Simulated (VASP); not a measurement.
The system is PbS.

```
Pb S
1.0
     2.10732   -6.07014    0.00000
     2.10732    6.07014    0.00000
     0.00000    0.00000    4.33563
Pb S
2 2
Direct
  0.13056 0.86944 0.25000
  0.86944 0.13056 0.75000
  0.35480 0.64520 0.25000
  0.64520 0.35480 0.75000
```

Base run:

| Item | Value |
| --- | --- |
| Program | VASP 6.6.1 |
| Functional | RPBE |
| Potentials or basis | VASP PAW PBE potentials, release 64 (Pb_d, S) |
| Cutoff | 520 eV |
| k mesh | 7 × 7 × 6 |
| Occupations | fermi-dirac, width 0.05 eV |
| Spin | no spin polarisation |

Its results: band gap on the k mesh 1.41 eV (least direct gap 1.52 eV); pressure 0.8 GPa; largest force 0.138 eV/Å.

Q: After a change of settings the same cell gave: band gap on the k mesh 1.60 eV (least direct gap 1.77 eV); pressure -2.1 GPa; largest force 0.241 eV/Å. Which change was it?
A. dispersion from none to D3(BJ)
B. functional from RPBE to LDA; potentials or basis from VASP PAW PBE potentials, release 64 (Pb_d, S) to VASP PAW LDA potentials, release 64 (Pb_d, S)
C. functional from RPBE to r2SCAN

A: C.

Caveats: the PAW data sets were made with another functional, which shifts forces and pressure a little; spin-orbit coupling is left out, which moves the levels of the heavy elements; an odd mesh through Γ misses points on the zone boundary, where band edges can lie.
